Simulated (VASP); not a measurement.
A run of VASP 6.6.1 is set up as follows.

File INCAR:

```
SYSTEM = WI2O2
  PREC = Accurate
  ENCUT = 520
  EDIFF = 1E-6
  ISMEAR = 0
  SIGMA = 0.05
  LREAL = .FALSE.
  LASPH = .TRUE.
  NELM = 80
  ALGO = Normal
  ISIF = 2
  LWAVE = .FALSE.
  LCHARG = .FALSE.
  GGA = PE
  NBANDS = 28
```

File KPOINTS:

```
Automatic mesh
0
G
  8 8 8
  0 0 0
```

Contents of POSCAR:

```
WI2O2
1.0
   -1.9019821537      1.9026560607      8.4071169306
    1.9019821537     -1.9026560607      8.4071169306
    1.9019821537      1.9026560607     -8.4071169306
W I O
1 2 2
Direct
    0.0000000000      0.0000000000      0.0000000000
    0.1611668394      0.1611668394      0.0000000000
    0.8388331606      0.8388331606      0.0000000000
    0.5000000000      0.0000000000      0.5000000000
    0.0000000000      0.5000000000      0.5000000000
```

Potentials or basis: VASP PAW PBE potentials, release 64 (W_sv, I, O).

Launch:

```console
$ cat potpaw_PBE.64/W_sv/POTCAR potpaw_PBE.64/I/POTCAR potpaw_PBE.64/O/POTCAR > POTCAR
$ mpirun -np 1 vasp_std > vasp.out
```

(1) What does it give for the band gap on the k mesh?

(2) Estimate the pressure.

Results:

(1) zero (bands 20 and 21 overlap by 0.55 eV).

(2) 2.3 GPa.

Caveat: spin-orbit coupling is left out, which moves the levels of the heavy elements.
